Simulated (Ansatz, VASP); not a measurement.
# One calculation of MgS, two programs

```
CELL_PARAMETERS angstrom
0.00000 2.61486 2.61486
2.61486 0.00000 2.61486
2.61486 2.61486 0.00000
ATOMIC_POSITIONS crystal
Mg 0.00000 0.00000 0.00000
S 0.50000 0.50000 0.50000
```

Alike in both runs: task single point; functional PBE; k mesh 8 × 8 × 8; occupations gaussian, width 0.02 eV; no spin polarisation.

|  | VASP | Ansatz |
| --- | --- | --- |
| version | VASP 6.6.1 | Ansatz 0.2.0 |
| potentials or method | VASP PAW PBE potentials, release 64 (Mg, S), cutoff 520 eV | scalar-relativistic, plane waves, PAW |
| valence electrons in the cell | 8 | 16 |

Ansatz gave:

- gap on the k mesh at the Fermi level (eV): 2.76
- least direct gap on the mesh (eV): 3.60
- pressure (GPa): 0.0

Q: Estimate VASP's values.

A: gap on the k mesh at the Fermi level (eV): 2.74; least direct gap on the mesh (eV): 3.59; pressure (GPa): -0.3.

With one functional, cell and mesh, what is left measures potentials, basis and numerics. VASP's potentials hold 8 valence electrons a cell and Ansatz's 16, so a difference there can come from the potentials and not from the codes.
